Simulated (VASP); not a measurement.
# LiCl (Fm-3m) in VASP: notebook

Runs on LiCl. Level: PBEsol. Tasks: single point.

Everything below comes from runs of VASP 6.6.1. Logs are shortened: lines on timing, memory, paths and dates and some standing lists are left out, and cuts for length are marked.

### 1 The cell of the first run

It takes space group Fm-3m (No. 225, cubic). Conventional cell: a = 5.130 Å, b = 5.130 Å, c = 5.130 Å, α = 90.00°, β = 90.00°, γ = 90.00°. Li (site symmetry m-3m) has 6 Cl at 2.56 Å within 3.4 Å. Within 3.4 Å of Cl (site symmetry m-3m) lie 6 Li at 2.56 Å.

### 2 Single point, PBEsol

INCAR reads:

```
SYSTEM = LiCl
ALGO = Normal
EDIFF = 1E-7
ENCUT = 520
GGA = PS
ISIF = 2
ISMEAR = 0
LASPH = .TRUE.
LCHARG = .FALSE.
LREAL = .FALSE.
LWAVE = .FALSE.
NBANDS = 12
NELM = 100
PREC = Accurate
SIGMA = 0.05
```

KPOINTS reads:

```
k-points
0
G
  8 8 8
  0 0 0
```

POSCAR reads:

```
LiCl
1.0
    0.0000000000      2.5647600000      2.5647600000
    2.5647600000      0.0000000000      2.5647600000
    2.5647600000      2.5647600000      0.0000000000
Li Cl
1 1
Direct
    0.0000000000      0.0000000000      0.0000000000
    0.5000000000      0.5000000000      0.5000000000
```

Potentials or basis: VASP PAW PBE potentials, release 64 (Li_sv, Cl).

Command:

```bash
$ cat potpaw_PBE.64/Li_sv/POTCAR potpaw_PBE.64/Cl/POTCAR > POTCAR
$ mpirun -np 1 vasp_std > vasp.out
```

OUTCAR:

```text
SYSTEM = LiCl
   EDIFF = 1E-7
   ENCUT = 520
   GGA = PS
   ISIF = 2
   ISMEAR = 0
   LASPH = .TRUE.
   LREAL = .FALSE.
   NELM = 100
   PREC = Accurate

 ion  position               nearest neighbor table
   1  0.000  0.000  0.000-   2 2.56   2 2.56   2 2.56   2 2.56   2 2.56   2 2.56
   2  0.500  0.500  0.500-   1 2.56   1 2.56   1 2.56   1 2.56   1 2.56   1 2.56

  LATTYP: Found a face centered cubic cell.
 ALAT       =     5.1295200000

  Lattice vectors:

 A1 = (   0.0000000000,   2.5647600000,   2.5647600000)
 A2 = (   2.5647600000,   0.0000000000,   2.5647600000)
 A3 = (   2.5647600000,   2.5647600000,   0.0000000000)

Analysis of symmetry for initial positions (statically):
=====================================================================
 Subroutine PRICEL returns:
 Original cell was already a primitive cell.

 Routine SETGRP: Setting up the symmetry group for a
 face centered cubic supercell.

 Subroutine GETGRP returns: Found 48 space group operations
 (whereof 48 operations were pure point group operations)
 out of a pool of 48 trial point group operations.

The static configuration has the point symmetry O_h .

Analysis of symmetry for dynamics (positions and initial velocities):
=====================================================================
 Subroutine PRICEL returns:
 Original cell was already a primitive cell.

 Routine SETGRP: Setting up the symmetry group for a
 face centered cubic supercell.

 Subroutine GETGRP returns: Found 48 space group operations
 (whereof 48 operations were pure point group operations)
 out of a pool of 48 trial point group operations.

The dynamic configuration has the point symmetry O_h .

 Subroutine INISYM returns: Found 48 space group operations
 (whereof 48 operations are pure point group operations),
 and found     1 'primitive' translations

----------------------------------------------------------------------------------------

                                     Primitive cell

  volume of cell :      33.7420

  direct lattice vectors                    reciprocal lattice vectors
     0.000000000  2.564760000  2.564760000    -0.194950015  0.194950015  0.194950015
     2.564760000  0.000000000  2.564760000     0.194950015 -0.194950015  0.194950015
     2.564760000  2.564760000  0.000000000     0.194950015  0.194950015 -0.194950015

  length of vectors
     3.627118376  3.627118376  3.627118376     0.337663331  0.337663331  0.337663331

  position of ions in fractional coordinates (direct lattice)
     0.000000000  0.000000000  0.000000000
     0.500000000  0.500000000  0.500000000

  ion indices of the primitive-cell ions
   primitive index   ion index
                 1           1
                 2           2

----------------------------------------------------------------------------------------

 KPOINTS: k-points

Automatic generation of k-mesh.
 Grid dimensions read from file:
 generate k-points for:    8    8    8

 Generating k-lattice:

  Cartesian coordinates                     Fractional coordinates (reciprocal lattice)
    -0.024368752  0.024368752  0.024368752     0.125000000  0.000000000  0.000000000
     0.024368752 -0.024368752  0.024368752     0.000000000  0.125000000  0.000000000
     0.024368752  0.024368752 -0.024368752     0.000000000  0.000000000  0.125000000

  Length of vectors
     0.042207916  0.042207916  0.042207916

  Shift w.r.t. Gamma in fractional coordinates (k-lattice)
     0.000000000  0.000000000  0.000000000

 Subroutine IBZKPT returns following result:
 ===========================================

 Found     29 irreducible k-points:

 Following reciprocal coordinates:
            Coordinates               Weight
  0.000000  0.000000  0.000000      1.000000
  0.125000  0.000000  0.000000      8.000000
  0.250000  0.000000  0.000000      8.000000
  0.375000  0.000000  0.000000      8.000000
  0.500000  0.000000  0.000000      4.000000
  0.125000  0.125000  0.000000      6.000000
[... 16 lines left out ...]
  0.500000  0.250000  0.125000     48.000000
 -0.375000  0.250000  0.125000     24.000000
 [... further k-points ...]
   k-points           NKPTS =     29   k-points in BZ     NKDIM =     29   number of bands    NBANDS=     12
   number of dos      NEDOS =    301   number of ions     NIONS =      2
   total plane-waves  NPLWV =  21952
   dimension x,y,z NGX =    28 NGY =   28 NGZ =   28
   dimension x,y,z NGXF=    56 NGYF=   56 NGZF=   56
   ions per type =               1   1
   NGX,Y,Z   is equivalent  to a cutoff of  12.83, 12.83, 12.83 a.u.
   NGXF,Y,Z  is equivalent  to a cutoff of  25.67, 25.67, 25.67 a.u.
 SYSTEM =  LiCl
   PREC   = accura    normal or accurate (medium, high low for compatibility)
   ISTART =      0    job   : 0-new  1-cont  2-samecut
   ICHARG =      2    charge: 1-file 2-atom 10-const
   ISPIN  =      1    spin polarized calculation?
   LNONCOLLINEAR =      F non collinear calculations
   LSORBIT =      F    spin-orbit coupling
   LASPH  =      T    aspherical Exc in radial PAW
   ENCUT  =  520.0 eV  38.22 Ry    6.18 a.u.   6.74  6.74  6.74*2*pi/ulx,y,z
   NELM   =    100;   NELMIN=  2; NELMDL= -5     # of ELM steps
   EDIFF  = 0.1E-06   stopping-criterion for ELM
   LREAL  =      F    real-space projection
   EDIFFG = 0.1E-05   stopping-criterion for IOM
   NSW    =      0    number of steps for IOM
   IBRION =     -1    ionic relax: 0-MD 1-quasi-New 2-CG
   NFREE  =      0    steps in history (QN), initial steepest desc. (CG)
   ISIF   =      2    stress and relaxation
   ISYM   =      2    0-nonsym 1-usesym 2-fastsym
   POTIM  = 0.5000    time-step for ionic-motion
   TEBEG  =    0.0;   TEEND  =   0.0 temperature during run
   PSTRESS=    0.0 pullay stress
   NELECT =      10.0000    total number of electrons
   NUPDOWN=      -1.0000    fix difference up-down
   EMIN   =  10.00;   EMAX   =-10.00  energy-range for DOS
   EFERMI =   0.00;   METHOD = LEGACY
   ISMEAR =     0;   SIGMA  =   0.05  broadening in eV -4-tet -1-fermi 0-gaus
   EFERMI_NEDOS =   21; number of points for ismear=-14 and -15
   IALGO  =     38    algorithm
   IMIX   =      4    mixing-type and parameters
     AMIX     =   0.40;   BMIX     =  1.00
     AMIX_MAG =   1.60;   BMIX_MAG =  1.00
  volume/ion in A,a.u.               =      16.87       113.85
  Fermi-wavevector in a.u.,A,eV,Ry     =   1.091486  2.062609 16.209183  1.191341
  Thomas-Fermi vector in A             =   2.227732
   LORBIT       =      0    0 simple, 1 ext, 2 COOP (PROOUT), +10 PAW based schemes
   GGA     = PS    functional components
   LHFCALC =     F    Hartree Fock is set to
   AEXX    =    0.0000 exact exchange contribution
   IVDW    =     0    specifies the selected vdW correction
   LEPSILON=     F    determine dielectric tensor
   LRPA    =     F    only Hartree local field effects (RPA)
 non-spin polarized calculation
 Gauss-broadening in eV      SIGMA  =   0.05
  energy-cutoff  :      520.00
  volume of cell :       33.74
 maximum number of plane-waves:       934
   NGX = 13   NGY = 13   NGZ = 13

 number of electron      10.0000005 magnetization

 Free energy of the ion-electron system (eV)
  ---------------------------------------------------
  ext. energy  EPLUGINS =         0.00000000
  ---------------------------------------------------
  free energy    TOTEN  =        -7.63438915 eV

  energy without entropy =       -7.63438915  energy(sigma->0) =       -7.63438915

 E-fermi :   0.8988     XC(G=0):  -8.9103

 val. band max:        0.5348271356   @ k =   0.0000   0.0000   0.0000
 cond. band min:       6.6721739783   @ k =   0.0000   0.0000   0.0000
 fundamental gap:      6.1373468427
 Fermi energy:         0.8987773458

 k-point     1 :       0.0000    0.0000    0.0000
  band No.  band energies     occupation
      1     -42.2803      2.00000
      2     -12.8578      2.00000
      3       0.5348      2.00000
      4       0.5348      2.00000
      5       0.5348      2.00000
      6       6.6722      0.00000
      7      12.3465      0.00000
      8      12.3465      0.00000
      9      12.3465      0.00000
     10      14.9507      0.00000
     11      14.9508      0.00000
     12      14.9515      0.00000

 k-point     2 :       0.1250    0.0000    0.0000
  band No.  band energies     occupation
      1     -42.2800      2.00000
      2     -12.7809      2.00000
      3      -0.0068      2.00000
      4       0.4926      2.00000
      5       0.4926      2.00000
      6       7.1412      0.00000
      7      11.5376      0.00000
      8      12.2557      0.00000
      9      12.2557      0.00000
     10      13.5441      0.00000
     11      13.5441      0.00000
     12      15.3973      0.00000

 k-point     3 :       0.2500    0.0000    0.0000
  band No.  band energies     occupation
      1     -42.2789      2.00000
      2     -12.5847      2.00000
      3      -1.0831      2.00000
      4       0.3966      2.00000
      5       0.3966      2.00000
      6       7.5686      0.00000
      7      11.1246      0.00000
      8      11.1246      0.00000
      9      11.3598      0.00000
     10      14.3922      0.00000
     11      14.3922      0.00000
     12      15.9470      0.00000
[... 286 lines left out ...]
 k-point    23 :       0.5000    0.2500    0.1250
  band No.  band energies     occupation
      1     -42.2773      2.00000
      2     -12.2400      2.00000
      3      -1.8293      2.00000
      4      -0.7044      2.00000
      5       0.0329      2.00000
      6       8.7556      0.00000
      7       9.8081      0.00000
      8      10.7594      0.00000
      9      11.8040      0.00000
     10      14.8426      0.00000
     11      17.9818      0.00000
     12      18.3394      0.00000

 k-point    24 :      -0.3750    0.2500    0.1250
  band No.  band energies     occupation
      1     -42.2770      2.00000
      2     -12.1595      2.00000
      3      -2.0640      2.00000
      4      -0.8036      2.00000
      5      -0.0570      2.00000
      6       8.5761      0.00000
      7       9.7508      0.00000
      8      10.9826      0.00000
      9      12.1466      0.00000
     10      15.9519      0.00000
     11      16.5640      0.00000
     12      18.6957      0.00000

 [... further k-points ...]

------------------------ aborting loop because EDIFF is reached ----------------------------------------

  FORCE on cell =-STRESS in cart. coord.  units (eV):
  Direction    XX          YY          ZZ          XY          YZ          ZX
  --------------------------------------------------------------------------------------
  -------------------------------------------------------------------------------------
  Total       -0.2769916     -0.2769916     -0.2769916      0.0000000      0.0000000      0.0000000
  in kB      -13.1524591    -13.1524591    -13.1524591      0.0000000      0.0000000      0.0000000
  external PRESSURE =     -13.1524591 kB  Pullay stress =       0.0000000 kB

 VOLUME and BASIS-vectors are now :
 -----------------------------------------------------------------------------
  energy-cutoff  :      520.00
  volume of cell :       33.74
      direct lattice vectors                 reciprocal lattice vectors
     0.000000000  2.564760000  2.564760000    -0.194950015  0.194950015  0.194950015
     2.564760000  0.000000000  2.564760000     0.194950015 -0.194950015  0.194950015
     2.564760000  2.564760000  0.000000000     0.194950015  0.194950015 -0.194950015

 POSITION                                       TOTAL-FORCE (eV/Angst)
 -----------------------------------------------------------------------------------
      0.00000      0.00000      0.00000        -0.000000      0.000000      0.000000
      2.56476      2.56476      2.56476         0.000000     -0.000000     -0.000000
 -----------------------------------------------------------------------------------
    total drift:                                0.000000      0.000000      0.000000

  FREE ENERGIE OF THE ION-ELECTRON SYSTEM (eV)
  ---------------------------------------------------
  free  energy   TOTEN  =        -7.6343891454 eV

  energy  without entropy=       -7.6343891454  energy(sigma->0) =       -7.63438915
```

It took 11 s on 1 thread of AMD EPYC 7R13 (Zen 3), shared host; peak memory 0.12 GiB.

What came out:

| Property | Result |
| --- | --- |
| Free energy | -7.6344 eV |
| Band gap on the k mesh | 6.14 eV, direct |

Levels at points of the mesh, in eV from the valence-band top:
| k point | band 1 | band 2 | band 3 | band 4 | band 5 | band 6 | band 7 | band 8 | band 9 | band 10 |
| --- | --- | --- | --- | --- | --- | --- | --- | --- | --- | --- |
| (0.00, 0.00, 0.00) | -42.82 | -13.39 | 0.00 | 0.00 | 0.00 | 6.14 | 11.81 | 11.81 | 11.81 | 14.42 |
| (0.50, 0.00, 0.00) | -42.81 | -12.81 | -2.87 | -0.26 | -0.26 | 6.56 | 9.40 | 9.40 | 12.83 | 16.69 |
| (0.50, 0.50, 0.00) | -42.81 | -12.56 | -2.96 | -1.12 | -1.12 | 7.77 | 8.09 | 12.27 | 13.99 | 13.99 |

Caveat: the cutoff is under 1.25 times the usual one of these potentials, so pressure, stress and relaxed cells hold a basis-set (Pulay) error; the PAW data sets were made with another functional, which shifts forces and pressure a little. As with any semilocal functional, this PBEsol gap is likely too small.

(Continued in part 2 of 2.)
